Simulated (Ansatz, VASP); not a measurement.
Two plane-wave programs on ScW3

Contents of INCAR:

```
PREC = Accurate
ENCUT = 600
EDIFF = 1E-6
ISMEAR = 0
SIGMA = 0.1
LREAL = False
LASPH = True
NELM = 60
ALGO = Normal
ISIF = 3
LWAVE = False
LCHARG = False
GGA = PE
IBRION = 2
NSW = 90
EDIFFG = -0.04
```

Contents of KPOINTS:

```
Automatic mesh
0
Gamma
  4 4 4
```

The input POSCAR:

```
ScW3
1.0
    4.2772666300      0.0000000000      0.0000000000
    0.0000000000      4.2772666300      0.0000000000
    0.0000000000      0.0000000000      4.2772666300
Sc W
1 3
Direct
    0.0000000000      0.0000000000      0.0000000000
    0.0000000000      0.5000000000      0.5000000000
    0.5000000000      0.5000000000      0.0000000000
    0.5000000000      0.0000000000      0.5000000000
```

Input for Ansatz:

```yaml
crystal:
  lattice:
    - [4.27726663, 0.0, 0.0]
    - [0.0, 4.27726663, 0.0]
    - [0.0, 0.0, 4.27726663]
  atoms:
    - { symbol: Sc, position: [0.0, 0.0, 0.0] }
    - { symbol: W, position: [0.0, 0.5, 0.5] }
    - { symbol: W, position: [0.5, 0.5, 0.0] }
    - { symbol: W, position: [0.5, 0.0, 0.5] }
basis:
  ecutwfc: 420
kpoints:
  mp_grid: { grid: [4, 4, 4] }
hamiltonian:
  xc: pbe
scf:
  occupations: { method: gaussian, width: 0.1 }
  lower_state_search: "off"
output:
  forces: true
  stress: true
  eigenvalues: true
relax:
  adjacent_minimum: "off"
  f_tol: 0.04
  max_steps: 70
  cell: { stress_tol: 0.4 }
```

Change from the starting cell: species swapped into the Pr3In type (Pm-3m, No. 221).

Alike in both runs: task relaxation of cell and atoms; functional PBE; k mesh 4 × 4 × 4; occupations gaussian, width 0.1 eV; no spin polarisation.

|  | VASP | Ansatz |
| --- | --- | --- |
| version | VASP 6.6.1 | Ansatz 0.2.0 |
| potentials or method | VASP PAW PBE potentials, release 64 (Sc_sv, W_sv), cutoff 600 eV | scalar-relativistic, plane waves, PAW |
| valence electrons in the cell | 53 | 53 |

|  | VASP | Ansatz | Ansatz less VASP |
| --- | --- | --- | --- |
| gap on the k mesh at the Fermi level, each at its own relaxed structure (eV) | none | none | - |
| relaxed volume (Å³/atom) | 17.37 | 17.34 | -0.023 |
| relaxed cell length with the largest relative difference (Å) | 4.111 | 4.109 | -0.0018 |

A gap of «none» marks a metal or a gap that the smearing closes.

The k mesh is coarse, so the values compare programs but aren't converged. Spin-orbit coupling is off throughout.
